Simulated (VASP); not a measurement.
# SnTe in VASP: a series of runs

SnTe is run at these levels: PBE; tasks: single point.

Everything below comes from runs of VASP 6.6.1. Logs are shortened: lines on timing, memory, paths and dates and some standing lists are left out, and cuts for length are marked.

### Step 1. The cell of the first run

It takes space group Fm-3m (No. 225, cubic). The conventional cell has a = 6.502 Å, b = 6.502 Å, c = 6.502 Å, α = 90.00°, β = 90.00°, γ = 90.00°. Within 4.3 Å of Sn (site symmetry m-3m) lie 6 Te at 3.25 Å. Within 4.3 Å of Te (site symmetry m-3m) lie 6 Sn at 3.25 Å.

### Step 2. Single point, PBE (strain +0.030 along x and y, +0.030 along z)

Contents of INCAR:

```
ALGO = Normal
EDIFF = 1E-6
ENCUT = 520
GGA = PE
ISIF = 2
ISMEAR = 0
LASPH = True
LCHARG = True
LELF = True
LREAL = False
LVHAR = True
LWAVE = False
NBANDS = 17
NELM = 60
PREC = Accurate
SIGMA = 0.03
```

Contents of KPOINTS:

```
k-points
0
Gamma
  10 10 10
```

Contents of POSCAR:

```
SnTe
1.0
    0.0000000000      3.2511950000      3.2511950000
    3.2511950000      0.0000000000      3.2511950000
    3.2511950000      3.2511950000      0.0000000000
Sn Te
1 1
Direct
    0.0000000000      0.0000000000      0.0000000000
    0.5000000000      0.5000000000      0.5000000000
```

Potentials or basis: VASP PAW PBE potentials, release 64 (Sn_d, Te).

Command:

```
> cat potpaw_PBE.64/Sn_d/POTCAR potpaw_PBE.64/Te/POTCAR > POTCAR
> mpirun -np 1 vasp_std > vasp.out
```

OUTCAR:

```text
EDIFF = 1E-6
   ENCUT = 520
   GGA = PE
   ISIF = 2
   ISMEAR = 0
   LASPH = True
   LREAL = False
   NELM = 60
   PREC = Accurate

 ion  position               nearest neighbor table
   1  0.000  0.000  0.000-   2 3.25   2 3.25   2 3.25   2 3.25   2 3.25   2 3.25
   2  0.500  0.500  0.500-   1 3.25   1 3.25   1 3.25   1 3.25   1 3.25   1 3.25

  LATTYP: Found a face centered cubic cell.
 ALAT       =     6.5023900000

  Lattice vectors:

 A1 = (   0.0000000000,   3.2511950000,   3.2511950000)
 A2 = (   3.2511950000,   0.0000000000,   3.2511950000)
 A3 = (   3.2511950000,   3.2511950000,   0.0000000000)

Analysis of symmetry for initial positions (statically):
=====================================================================
 Subroutine PRICEL returns:
 Original cell was already a primitive cell.

 Routine SETGRP: Setting up the symmetry group for a
 face centered cubic supercell.

 Subroutine GETGRP returns: Found 48 space group operations
 (whereof 48 operations were pure point group operations)
 out of a pool of 48 trial point group operations.

The static configuration has the point symmetry O_h .

Analysis of symmetry for dynamics (positions and initial velocities):
=====================================================================
 Subroutine PRICEL returns:
 Original cell was already a primitive cell.

 Routine SETGRP: Setting up the symmetry group for a
 face centered cubic supercell.

 Subroutine GETGRP returns: Found 48 space group operations
 (whereof 48 operations were pure point group operations)
 out of a pool of 48 trial point group operations.

The dynamic configuration has the point symmetry O_h .

 Subroutine INISYM returns: Found 48 space group operations
 (whereof 48 operations are pure point group operations),
 and found     1 'primitive' translations

----------------------------------------------------------------------------------------

                                     Primitive cell

  volume of cell :      68.7320

  direct lattice vectors                    reciprocal lattice vectors
     0.000000000  3.251195000  3.251195000    -0.153789607  0.153789607  0.153789607
     3.251195000  0.000000000  3.251195000     0.153789607 -0.153789607  0.153789607
     3.251195000  3.251195000  0.000000000     0.153789607  0.153789607 -0.153789607

  length of vectors
     4.597884063  4.597884063  4.597884063     0.266371412  0.266371412  0.266371412

  position of ions in fractional coordinates (direct lattice)
     0.000000000  0.000000000  0.000000000
     0.500000000  0.500000000  0.500000000

  ion indices of the primitive-cell ions
   primitive index   ion index
                 1           1
                 2           2

----------------------------------------------------------------------------------------

 KPOINTS: k-points

Automatic generation of k-mesh.
 Grid dimensions read from file:
 generate k-points for:   10   10   10

 Generating k-lattice:

  Cartesian coordinates                     Fractional coordinates (reciprocal lattice)
    -0.015378961  0.015378961  0.015378961     0.100000000  0.000000000  0.000000000
     0.015378961 -0.015378961  0.015378961     0.000000000  0.100000000  0.000000000
     0.015378961  0.015378961 -0.015378961     0.000000000  0.000000000  0.100000000

  Length of vectors
     0.026637141  0.026637141  0.026637141

  Shift w.r.t. Gamma in fractional coordinates (k-lattice)
     0.000000000  0.000000000  0.000000000

 Subroutine IBZKPT returns following result:
 ===========================================

 Found     47 irreducible k-points:

 Following reciprocal coordinates:
            Coordinates               Weight
  0.000000  0.000000  0.000000      1.000000
  0.100000  0.000000  0.000000      8.000000
  0.200000  0.000000  0.000000      8.000000
  0.300000  0.000000  0.000000      8.000000
  0.400000  0.000000  0.000000      8.000000
  0.500000  0.000000  0.000000      4.000000
[... 16 lines left out ...]
  0.300000  0.300000  0.000000      6.000000
  0.400000  0.300000  0.000000     24.000000
 [... further k-points ...]
   k-points           NKPTS =     47   k-points in BZ     NKDIM =     47   number of bands    NBANDS=     17
   number of dos      NEDOS =    301   number of ions     NIONS =      2
   total plane-waves  NPLWV =  46656
   dimension x,y,z NGX =    36 NGY =   36 NGZ =   36
   dimension x,y,z NGXF=    72 NGYF=   72 NGZF=   72
   ions per type =               1   1
   NGX,Y,Z   is equivalent  to a cutoff of  13.02, 13.02, 13.02 a.u.
   NGXF,Y,Z  is equivalent  to a cutoff of  26.03, 26.03, 26.03 a.u.
 SYSTEM =  unknown system
   PREC   = accura    normal or accurate (medium, high low for compatibility)
   ISTART =      0    job   : 0-new  1-cont  2-samecut
   ICHARG =      2    charge: 1-file 2-atom 10-const
   ISPIN  =      1    spin polarized calculation?
   LNONCOLLINEAR =      F non collinear calculations
   LSORBIT =      F    spin-orbit coupling
   LASPH  =      T    aspherical Exc in radial PAW
   ENCUT  =  520.0 eV  38.22 Ry    6.18 a.u.   8.55  8.55  8.55*2*pi/ulx,y,z
   NELM   =     60;   NELMIN=  2; NELMDL= -5     # of ELM steps
   EDIFF  = 0.1E-05   stopping-criterion for ELM
   LREAL  =      F    real-space projection
   EDIFFG = 0.1E-04   stopping-criterion for IOM
   NSW    =      0    number of steps for IOM
   IBRION =     -1    ionic relax: 0-MD 1-quasi-New 2-CG
   NFREE  =      0    steps in history (QN), initial steepest desc. (CG)
   ISIF   =      2    stress and relaxation
   ISYM   =      2    0-nonsym 1-usesym 2-fastsym
   POTIM  = 0.5000    time-step for ionic-motion
   TEBEG  =    0.0;   TEEND  =   0.0 temperature during run
   PSTRESS=    0.0 pullay stress
   NELECT =      20.0000    total number of electrons
   NUPDOWN=      -1.0000    fix difference up-down
   EMIN   =  10.00;   EMAX   =-10.00  energy-range for DOS
   EFERMI =   0.00;   METHOD = LEGACY
   ISMEAR =     0;   SIGMA  =   0.03  broadening in eV -4-tet -1-fermi 0-gaus
   EFERMI_NEDOS =   21; number of points for ismear=-14 and -15
   IALGO  =     38    algorithm
   IMIX   =      4    mixing-type and parameters
     AMIX     =   0.40;   BMIX     =  1.00
     AMIX_MAG =   1.60;   BMIX_MAG =  1.00
  volume/ion in A,a.u.               =      34.37       231.91
  Fermi-wavevector in a.u.,A,eV,Ry     =   1.084839  2.050048 16.012355  1.176875
  Thomas-Fermi vector in A             =   2.220938
   LORBIT       =      0    0 simple, 1 ext, 2 COOP (PROOUT), +10 PAW based schemes
   GGA     = PE    functional components
   LHFCALC =     F    Hartree Fock is set to
   AEXX    =    0.0000 exact exchange contribution
   IVDW    =     0    specifies the selected vdW correction
   LEPSILON=     F    determine dielectric tensor
   LRPA    =     F    only Hartree local field effects (RPA)
 non-spin polarized calculation
 Gauss-broadening in eV      SIGMA  =   0.03
  energy-cutoff  :      520.00
  volume of cell :       68.73
 maximum number of plane-waves:      1868
 NGX is ok and might be reduce to    36
   NGX = 17   NGY = 17   NGZ = 17

 number of electron      19.9999999 magnetization

 Free energy of the ion-electron system (eV)
  ---------------------------------------------------
  ext. energy  EPLUGINS =         0.00000000
  ---------------------------------------------------
  free energy    TOTEN  =        -7.55036575 eV

  energy without entropy =       -7.55036568  energy(sigma->0) =       -7.55036572

 E-fermi :   5.8175     XC(G=0):  -9.0773

 val. band max:        5.7347986756   @ k =   0.5000   0.0000   0.0000
 cond. band min:       5.9001116716   @ k =   0.5000   0.0000   0.0000
 fundamental gap:      0.1653129960
 Fermi energy:         5.8174553301

 k-point     1 :       0.0000    0.0000    0.0000
  band No.  band energies     occupation
      1     -16.0541      2.00000
      2     -16.0541      2.00000
      3     -16.0531      2.00000
      4     -16.0531      2.00000
      5     -16.0531      2.00000
      6      -6.3131      2.00000
[... 9 lines left out ...]
     16      10.7471      0.00000
     17      12.6314      0.00000

 k-point     2 :       0.1000    0.0000    0.0000
  band No.  band energies     occupation
      1     -16.0544      2.00000
      2     -16.0544      2.00000
      3     -16.0530      2.00000
      4     -16.0527      2.00000
      5     -16.0527      2.00000
      6      -6.2403      2.00000
[... 9 lines left out ...]
     16      10.9382      0.00000
     17      13.2011      0.00000

 k-point     3 :       0.2000    0.0000    0.0000
  band No.  band energies     occupation
      1     -16.0553      2.00000
      2     -16.0553      2.00000
      3     -16.0527      2.00000
      4     -16.0515      2.00000
      5     -16.0515      2.00000
      6      -6.0317      2.00000
[... 9 lines left out ...]
     16      11.4783      0.00000
     17      14.5120      0.00000

 k-point     4 :       0.3000    0.0000    0.0000
  band No.  band energies     occupation
      1     -16.0563      2.00000
      2     -16.0563      2.00000
      3     -16.0523      2.00000
      4     -16.0499      2.00000
      5     -16.0499      2.00000
      6      -5.7235      2.00000
[... 9 lines left out ...]
     16      12.3325      0.00000
     17      15.9789      0.00000
[... 343 lines left out ...]
      1     -16.0564      2.00000
      2     -16.0563      2.00000
      3     -16.0520      2.00000
      4     -16.0506      2.00000
      5     -16.0494      2.00000
      6      -5.6264      2.00000
[... 9 lines left out ...]
     16      13.7037      0.00000
     17      14.1761      0.00000

 k-point    23 :       0.3000    0.3000    0.0000
  band No.  band energies     occupation
      1     -16.0605      2.00000
      2     -16.0547      2.00000
      3     -16.0521      2.00000
      4     -16.0485      2.00000
      5     -16.0485      2.00000
      6      -5.5557      2.00000
[... 9 lines left out ...]
     16      14.1690      0.00000
     17      14.2779      0.00000

 k-point    24 :       0.4000    0.3000    0.0000
  band No.  band energies     occupation
      1     -16.0616      2.00000
      2     -16.0546      2.00000
      3     -16.0522      2.00000
      4     -16.0477      2.00000
      5     -16.0475      2.00000
      6      -5.3320      2.00000
[... 9 lines left out ...]
     16      14.7552      0.00000
     17      15.2999      0.00000

 [... further k-points ...]
[... 5 lines left out ...]
  --------------------------------------------------------------------------------------
  -------------------------------------------------------------------------------------
  Total       -0.7008311     -0.7008311     -0.7008311      0.0000000     -0.0000000      0.0000000
  in kB      -16.3367215    -16.3367215    -16.3367215      0.0000000     -0.0000000      0.0000000
  external PRESSURE =     -16.3367215 kB  Pullay stress =       0.0000000 kB

 VOLUME and BASIS-vectors are now :
 -----------------------------------------------------------------------------
  energy-cutoff  :      520.00
  volume of cell :       68.73
      direct lattice vectors                 reciprocal lattice vectors
     0.000000000  3.251195000  3.251195000    -0.153789607  0.153789607  0.153789607
     3.251195000  0.000000000  3.251195000     0.153789607 -0.153789607  0.153789607
     3.251195000  3.251195000  0.000000000     0.153789607  0.153789607 -0.153789607

 POSITION                                       TOTAL-FORCE (eV/Angst)
 -----------------------------------------------------------------------------------
      0.00000      0.00000      0.00000         0.000000      0.000000      0.000000
      3.25120      3.25120      3.25120         0.000000     -0.000000     -0.000000
 -----------------------------------------------------------------------------------
    total drift:                               -0.000000      0.000000      0.000000

  FREE ENERGIE OF THE ION-ELECTRON SYSTEM (eV)
  ---------------------------------------------------
  free  energy   TOTEN  =        -7.5503657515 eV

  energy  without entropy=       -7.5503656832  energy(sigma->0) =       -7.55036572
```

Wall time 24 s (1 thread of Intel Xeon 6975P-C (Granite Rapids), shared host); peak memory 0.22 GiB.

Results:

```yaml
Free_energy: -7.5504 eV
Pressure: -1.6 GPa
Band_gap_on_the_k_mesh: 0.17 eV, direct
```

Levels at points of the mesh, in eV from the valence-band top:
```tsv
k point	band 8	band 9	band 10	band 11	band 12	band 13
(0.00, 0.00, 0.00)	-1.80	-1.80	-1.80	3.24	3.24	3.24
(0.50, 0.00, 0.00)	-1.48	-1.48	0.00	0.17	0.60	0.60
(0.50, 0.50, 0.00)	-4.84	-3.21	-3.21	2.63	4.57	4.57
```

Caveat: the cell differs from its parent crystal (strain +0.030 along x and y, +0.030 along z); spin-orbit coupling is left out, which moves the levels of the heavy elements.

### Step 3. Single point, PBE (strain -0.030 along x and y, -0.015 along z)

Contents of INCAR:

```
SYSTEM = SnTe
PREC     = Accurate       ! precision mode
ENCUT    = 520            ! plane-wave cutoff, eV
EDIFF    = 1E-7           ! SCF threshold, eV
ISMEAR   = 0              ! smearing method
SIGMA    = 0.03           ! smearing width, eV
LREAL    = .FALSE.        ! projectors in reciprocal space
LASPH    = .TRUE.         ! aspherical terms in the spheres
NELM     = 80             ! most SCF steps
ALGO     = Normal         ! electronic algorithm
ISIF     = 2              ! what is computed and relaxed
LWAVE    = .FALSE.        ! write WAVECAR
LCHARG   = .TRUE.         ! write CHGCAR
GGA      = PE             ! functional
LELF     = .TRUE.         ! ELF
LVHAR    = .TRUE.       
NBANDS   = 17             ! bands
```

Contents of KPOINTS:

```
regular mesh
0
G
  10 10 10
  0 0 0
```

Contents of POSCAR:

```
SnTe
1.0
    0.0000000000      3.0618050000      3.1091525000
    3.0618050000      0.0000000000      3.1091525000
    3.0618050000      3.0618050000      0.0000000000
Sn Te
1 1
Direct
    0.0000000000      0.0000000000      0.0000000000
    0.5000000000      0.5000000000      0.5000000000
```

Potentials or basis: VASP PAW PBE potentials, release 64 (Sn_d, Te).

Command:

```
> cat potpaw_PBE.64/Sn_d/POTCAR potpaw_PBE.64/Te/POTCAR > POTCAR
> mpirun -np 1 vasp_std > vasp.out
```

It took 38 s on 1 thread of Intel Xeon 6975P-C (Granite Rapids), shared host; peak memory 0.24 GiB.

Results (log left out):

```
Free energy            : -7.4244 eV
Pressure               : 6.5 GPa
Band gap on the k mesh : 0.29 eV, direct
```

Stress tensor (GPa, compression positive):
```
7.34 0.00 0.00
0.00 7.34 0.00
0.00 0.00 4.68
```

Levels at points of the mesh, in eV from the valence-band top:
| k point | band 6 | band 7 | band 8 | band 9 | band 10 | band 11 | band 12 | band 13 | band 14 | band 15 |
| --- | --- | --- | --- | --- | --- | --- | --- | --- | --- | --- |
| (0.00, 0.00, 0.00) | -13.30 | -4.32 | -2.35 | -2.35 | -2.17 | 3.29 | 3.69 | 3.69 | 4.59 | 4.71 |
| (0.50, 0.00, 0.00) | -11.83 | -8.69 | -1.96 | -1.91 | 0.00 | 0.29 | 0.34 | 0.34 | 8.02 | 8.91 |
| (0.50, 0.50, 0.00) | -11.52 | -6.40 | -6.03 | -4.02 | -4.02 | 1.96 | 5.38 | 5.38 | 6.83 | 9.26 |
| (0.50, 0.00, 0.50) | -11.42 | -6.52 | -6.06 | -4.16 | -3.97 | 1.92 | 5.10 | 5.54 | 7.08 | 9.23 |

Caveat: the cell differs from its parent crystal (strain -0.030 along x and y, -0.015 along z); spin-orbit coupling is left out, which moves the levels of the heavy elements.

### Step 4. Single point, PBE (strain -0.030 along x and y, +0.000 along z)

Contents of INCAR:

```
PREC = Accurate
ENCUT = 520
EDIFF = 1E-7
ISMEAR = 0
SIGMA = 0.03
LREAL = False
LASPH = True
NELM = 60
ALGO = Normal
ISIF = 2
LWAVE = False
LCHARG = False
GGA = PE
NBANDS = 17
```

Contents of KPOINTS:

```
Automatic mesh
0
Gamma
  10 10 10
```

Contents of POSCAR:

```
SnTe
1.0
    0.0000000000      3.0618050000      3.1565000000
    3.0618050000      0.0000000000      3.1565000000
    3.0618050000      3.0618050000      0.0000000000
Sn Te
1 1
Direct
    0.0000000000      0.0000000000      0.0000000000
    0.5000000000      0.5000000000      0.5000000000
```

Command:

```
> cat potpaw_PBE.64/Sn_d/POTCAR potpaw_PBE.64/Te/POTCAR > POTCAR
> mpirun -np 1 vasp_std > vasp.out
```

It took 55 s on 1 thread of Intel Xeon 6975P-C (Granite Rapids), shared host; peak memory 0.26 GiB.

It converged, with:

| Item | Value |
| --- | --- |
| Free energy | -7.4438 eV |
| Pressure | 5.6 GPa |
| Band gap on the k mesh | 0.29 eV, indirect (least direct gap 0.35 eV) |

Stress tensor (GPa, compression positive):
```
7.20 0.00 0.00
0.00 7.20 0.00
0.00 0.00 2.31
```

Levels at points of the mesh, in eV from the valence-band top:
```csv
k point,band 6,band 7,band 8,band 9,band 10,band 11,band 12,band 13,band 14,band 15
"(0.00, 0.00, 0.00)",-13.16,-4.35,-2.33,-2.33,-1.99,3.05,3.82,3.82,4.58,4.81
"(0.50, 0.00, 0.00)",-11.73,-8.58,-1.92,-1.82,0.00,0.35,0.36,0.43,8.00,8.89
"(0.50, 0.50, 0.00)",-11.50,-6.27,-5.87,-3.89,-3.89,2.09,5.38,5.38,6.58,9.26
"(0.50, 0.00, 0.50)",-11.30,-6.50,-5.93,-4.15,-3.79,2.00,4.83,5.68,7.08,9.16
```

Caveat: the cell differs from its parent crystal (strain -0.030 along x and y, +0.000 along z); spin-orbit coupling is left out, which moves the levels of the heavy elements. A k mesh can miss the band edges.

### Step 5. Single point, PBE (strain -0.015 along x and y, -0.030 along z)

Contents of INCAR:

```
SYSTEM = SnTe
  PREC = Accurate
  ENCUT = 520
  EDIFF = 1E-7
  ISMEAR = 0
  SIGMA = 0.03
  LREAL = .FALSE.
  LASPH = .TRUE.
  NELM = 100
  ALGO = Normal
  ISIF = 2
  LWAVE = .FALSE.
  LCHARG = .TRUE.
  GGA = PE
  LELF = .TRUE.
  LVHAR = .TRUE.
  NBANDS = 17
```

Contents of KPOINTS:

```
Automatic mesh
0
G
  10 10 10
  0 0 0
```

Contents of POSCAR:

```
SnTe
1.0
    0.0000000000      3.1091525000      3.0618050000
    3.1091525000      0.0000000000      3.0618050000
    3.1091525000      3.1091525000      0.0000000000
Sn Te
1 1
Direct
    0.0000000000      0.0000000000      0.0000000000
    0.5000000000      0.5000000000      0.5000000000
```

Command:

```
> cat potpaw_PBE.64/Sn_d/POTCAR potpaw_PBE.64/Te/POTCAR > POTCAR
> mpirun -np 1 vasp_std > vasp.out
```

It took 52 s on 1 thread of Intel Xeon 6975P-C (Granite Rapids), shared host; peak memory 0.25 GiB.

It converged, with:

```yaml
Free_energy: -7.4579 eV
Pressure: 5.4 GPa
Band_gap_on_the_k_mesh: 0.28 eV, direct
```

Stress tensor (GPa, compression positive):
```
4.56 0.00 0.00
0.00 4.56 0.00
0.00 0.00 7.23
```

Levels at points of the mesh, in eV from the valence-band top:
```
           k point  band 7  band 8  band 9  band 10  band 11  band 12  band 13  band 14
(0.00, 0.00, 0.00)   -4.40   -2.38   -2.20    -2.20     3.37     3.37     3.78     4.65
(0.50, 0.00, 0.00)   -8.62   -1.93   -1.89     0.00     0.28     0.29     0.36     7.96
(0.50, 0.50, 0.00)   -6.55   -5.97   -4.01    -4.01     1.96     5.20     5.20     7.03
(0.50, 0.00, 0.50)   -6.44   -5.94   -4.06    -3.88     2.00     5.05     5.49     6.78
```

Caveat: the cell differs from its parent crystal (strain -0.015 along x and y, -0.030 along z); spin-orbit coupling is left out, which moves the levels of the heavy elements. A k mesh can miss the band edges.

### Step 6. Summary

| cell | gap on the mesh (eV) | pressure (GPa) |
| --- | --- | --- |
| a = 4.598 Å, angles 60.0°, 2 atoms | 0.17 | -1.6 |
| a = 4.364, b = 4.364, c = 4.330 Å, angles 60.3, 60.3, 59.5°, 2 atoms | 0.29 | 6.5 |
| a = 4.398, b = 4.398, c = 4.330 Å, angles 60.5, 60.5, 59.0°, 2 atoms | 0.29 | 5.6 |
| a = 4.364, b = 4.364, c = 4.397 Å, angles 59.7, 59.7, 60.5°, 2 atoms | 0.28 | 5.4 |

Alike in all rows: task single point; level PBE; potentials or basis VASP PAW PBE potentials, release 64 (Sn_d, Te); no spin polarisation; k mesh 10 × 10 × 10; cutoff (eV) 520; smearing gaussian 0.03 eV.

Caveats: spin-orbit coupling is left out, which moves the levels of the heavy elements.

Absolute energies hang on the potentials; compare differences alone.
